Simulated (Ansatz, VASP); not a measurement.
# One calculation of Fe, two programs

The input INCAR:

```
PREC = Accurate
ENCUT = 520
EDIFF = 1E-6
ISMEAR = -1
SIGMA = 0.1
LREAL = False
LASPH = True
NELM = 150
ALGO = Normal
ISIF = 2
LWAVE = False
LCHARG = False
ISPIN = 2
MAGMOM = 0.4
LORBIT = 11
LMAXMIX = 4
LDAU = True
LDAUTYPE = 2
LDAUL = 2
LDAUU = 5.3
LDAUJ = 0
LDAUPRINT = 1
GGA = PS
NBANDS = 14
```

Contents of KPOINTS:

```
Automatic mesh
0
Gamma
  12 12 12
```

Contents of POSCAR:

```
Fe
1.0
   -1.4455000000      1.4455000000      1.4455000000
    1.4455000000     -1.4455000000      1.4455000000
    1.4455000000      1.4455000000     -1.4455000000
Fe
1
Direct
    0.0000000000      0.0000000000      0.0000000000
```

Input for Ansatz:

```yaml
crystal:
  lattice:
    - [-1.4455, 1.4455, 1.4455]
    - [1.4455, -1.4455, 1.4455]
    - [1.4455, 1.4455, -1.4455]
  atoms:
    - { symbol: Fe, position: [0.0, 0.0, 0.0], spin: 0.4 }
magnetization:
  spin_polarized: true
hamiltonian:
  xc: pbesol
  pseudopotentials: { kind: paw }
  hubbard: { sites: [{ species: Fe, l: d, u_eff: 5.3 }] }
basis:
  ecutwfc: 420
kpoints:
  mp_grid: { grid: [12, 12, 12] }
scf:
  occupations: { method: fermi_dirac, width: 0.1 }
  lower_state_search: "off"
output:
  forces: true
  stress: true
  write_density: true
  write_potential: true
  elf: true
  volumetric_format: npy
```

Change from the starting cell: parallel moments scaled by 0.1, free total moment.

Alike in both runs: task single point; functional PBEsol; k mesh 12 × 12 × 12; occupations fermi-dirac, width 0.1 eV; collinear spin; Hubbard terms Fe d U = 5.3 eV.

|  | VASP | Ansatz |
| --- | --- | --- |
| version | VASP 6.6.1 | Ansatz 0.2.0 |
| potentials or method | VASP PAW PBE potentials, release 64 (Fe), cutoff 520 eV | PAW, plane waves, scalar-relativistic |
| valence electrons in the cell | 8 | 16 |

```tsv
	VASP	Ansatz	Ansatz less VASP
pressure (GPa)	3.6	5.2	+1.62
net moment per atom (μB)	2.92	2.82	-0.093
size of the moment on the site where the two differ most (μB)	3.05	2.90	-0.144
```

VASP's potentials were made for PBE, not for PBEsol. Site moments also hang on the region over which each program counts them. The programs project onto different local orbitals, so the same U acts differently, and such runs can settle in different states. VASP's potentials hold 8 valence electrons a cell and Ansatz's 16, so a difference there can come from the potentials and not from the codes. Ansatz's warnings: filled band counts differ across k points.
